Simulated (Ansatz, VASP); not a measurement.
# Two plane-wave programs on Sn2PI

```xyz
4
Lattice="3.9687 0.0000 0.0000 -1.9843 3.4370 0.0000 0.0000 0.0000 36.9088" Properties=species:S:1:pos:R:3 pbc="T T T"
Sn    0.0000    0.0000    8.7113
Sn    0.0000    0.0000   11.9191
P     1.9843    1.1457   13.0644
I     1.9843    1.1457    6.5019
```

Change from the starting cell: species swapped into a sheet of the Ga2SeS type.

Alike in both runs: functional PBE; k mesh 12 × 12 × 1; occupations gaussian, width 0.1 eV; no spin polarisation.

Ansatz relaxed the structure, and its values are those at the end. VASP's run is a single point on that final structure, the one shown.

```csv
,VASP,Ansatz
version,VASP 6.6.1,Ansatz 0.2.0
potentials or method,"VASP PAW PBE potentials, release 64 (Sn_d, P, I), cutoff 520 eV","scalar-relativistic, plane waves, PAW"
valence electrons in the cell,40,50
```

|  | VASP | Ansatz | Ansatz less VASP |
| --- | --- | --- | --- |
| gap on the k mesh at the Fermi level (eV) | none | none | - |
| rms of the force components (eV/Å) | 0.004 | 0.000 | -0.0030 |

A gap of «none» marks a metal or a gap that the smearing closes. VASP's potentials hold 40 valence electrons a cell and Ansatz's 50, so a difference there can come from the potentials and not from the codes.

Spin-orbit coupling is off throughout.
